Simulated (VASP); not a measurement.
A run of VASP 6.6.1 is set up as follows.

The input INCAR:

```
SYSTEM = InP
PREC = Accurate
ENCUT = 520
EDIFF = 1E-7
ISMEAR = -1
SIGMA = 0.05
LREAL = .FALSE.
LASPH = .TRUE.
NELM = 60
ALGO = Normal
ISIF = 2
LWAVE = .FALSE.
LCHARG = .TRUE.
LELF = .TRUE.
LVHAR = .TRUE.
NBANDS = 16
```

Contents of KPOINTS:

```
Automatic mesh
0
G
  11 11 11
  0 0 0
```

File POSCAR:

```
InP
1.0
    0.0000000000      2.8550000000      2.8264500000
    2.8550000000      0.0000000000      2.8264500000
    2.8550000000      2.8550000000      0.0000000000
In P
1 1
Direct
    0.0000000000      0.0000000000      0.0000000000
    0.5000000000      0.5000000000      0.5000000000
```

Potentials or basis: VASP PAW LDA potentials, release 64 (In_d, P).

Launch:

```bash
$ cat potpaw_LDA.64/In_d/POTCAR potpaw_LDA.64/P/POTCAR > POTCAR
$ mpirun -np 1 vasp_std > vasp.out
```

(1) What does it give for the pressure?

(2) What does it give for the band gap on the k mesh?

Results:

(1) -9.3 GPa.

(2) zero (bands 9 and 10 overlap by 2.39 eV).

Caveat: the cell differs from its parent crystal (zz strain of -1 %); the cell stands under tension; spin-orbit coupling is left out, which moves the levels of the heavy elements.
